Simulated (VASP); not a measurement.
Set up this calculation in VASP 6.6.1, as the native input.

| Item | Value |
| --- | --- |
| Task | single point |
| Functional | PBEsol |
| Potentials or basis | VASP PAW PBE potentials, release 64 (Mo_sv, S) |
| Cutoff | 520 eV |
| k mesh | 12 × 12 × 2 |
| Occupations | methfessel-paxton, width 0.158 eV |
| Spin | no spin polarisation |
| Dipole correction | no |
| Further INCAR settings | ALGO = Normal; EDIFF = 1e-06; NBANDS = 35 |

The structure of MoS2 lies in POSCAR:

```
MoS2
1.0
    3.0474000000      0.0000000000      0.0000000000
   -1.5237000000      2.6391258155      0.0000000000
    0.0000000000      0.0000000000     12.5702639933
Mo S
2 4
Direct
    0.3333333333      0.6666666667      0.2500000000
    0.6666666667      0.3333333333      0.7500000000
    0.3333333333      0.6666666667      0.6259932117
    0.6666666667      0.3333333333      0.1259932117
    0.3333333333      0.6666666667      0.8740067883
    0.6666666667      0.3333333333      0.3740067883
```

These files were run (other wordings do the same):

INCAR

```
ALGO = Normal ; EDIFF = 1E-6
ENCUT = 520 ; GGA = PS
ISIF = 2 ; ISMEAR = 1
LASPH = T ; LCHARG = F
LREAL = F ; LWAVE = F
NBANDS = 35 ; NELM = 80
PREC = Accurate ; SIGMA = 0.158
```

KPOINTS

```
k-points
0
Gamma
  12 12 2
```

Potentials or basis: VASP PAW PBE potentials, release 64 (Mo_sv, S).

Launch:

```console
$ cat potpaw_PBE.64/Mo_sv/POTCAR potpaw_PBE.64/S/POTCAR > POTCAR
$ mpirun -np 1 vasp_std > vasp.out
```

It gave:

* Pressure: 10.3 GPa
* Largest force: 0.705 eV/Å
* Band gap on the k mesh: 1.09 eV (least direct gap 2.07 eV)

Caveat: the cell stands under pressure; the PAW data sets were made with another functional, which shifts forces and pressure a little; this functional lacks dispersion, which binds layers or chains, so the pressure and a relaxed spacing across them are unreliable.

It took 3.4 min on 1 thread of AMD EPYC 7R13, on a shared host, peak memory 0.25 GiB.
